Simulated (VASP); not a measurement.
Here is a VASP 6.6.1 calculation.

Contents of INCAR:

```
PREC = Accurate ; ENCUT = 600
EDIFF = 1E-7 ; ISMEAR = 0
SIGMA = 0.1 ; LREAL = False
LASPH = True ; NELM = 120
ALGO = Normal ; ISIF = 3
LWAVE = False ; LCHARG = False
GGA = PE ; IBRION = 2
NSW = 100 ; EDIFFG = -0.01
GGA_COMPAT = False ; NELMIN = 4
```

KPOINTS

```
Automatic mesh
0
Gamma
  8 8 12
```

Contents of POSCAR:

```
Zr2C3
1.0
    4.4281644934      0.0000000000      0.0000000000
    0.0000000000      4.4281644934      0.0000000000
    0.0000000000      0.0000000000      3.1707817690
Zr C
2 3
Direct
    0.5000000000      0.0000000000      0.6836656632
    0.0000000000      0.5000000000      0.3163343368
    0.0000000000      0.0000000000      0.0000000000
    0.5000000000      0.5000000000      0.5000000000
    0.0000000000      0.0000000000      0.5000000000
```

Potentials or basis: VASP PAW PBE potentials, release 64 (Zr_sv, C).

Command:

```bash
$ cat potpaw_PBE.64/Zr_sv/POTCAR potpaw_PBE.64/C/POTCAR > POTCAR
$ mpirun -np 1 vasp_std > vasp.out
```

Task: Estimate the band gap on the k mesh.

Result: Zero (band 18 reaches 9.46 eV, above the bottom of band 19 at 8.68 eV).

Task: What does it give for the space group after relaxing (to 0.05 Å)?

Result: P-4m2 (No. 115).

The path:
```tsv
step	energy change (eV)	largest force (eV/Å)	pressure (GPa)	volume (Å³)
1	0.0000	0.1186	-0.06	62.17
2	-0.0033	0.0851	-0.39	62.13
3	-0.0038	0.0661	-0.59	62.11
4	-0.0043	0.0537	0.68	61.63
5	-0.0046	0.0583	0.21	61.80
6	-0.0051	0.0245	0.09	61.83
7	-0.0052	0.0019	0.02	61.84
```
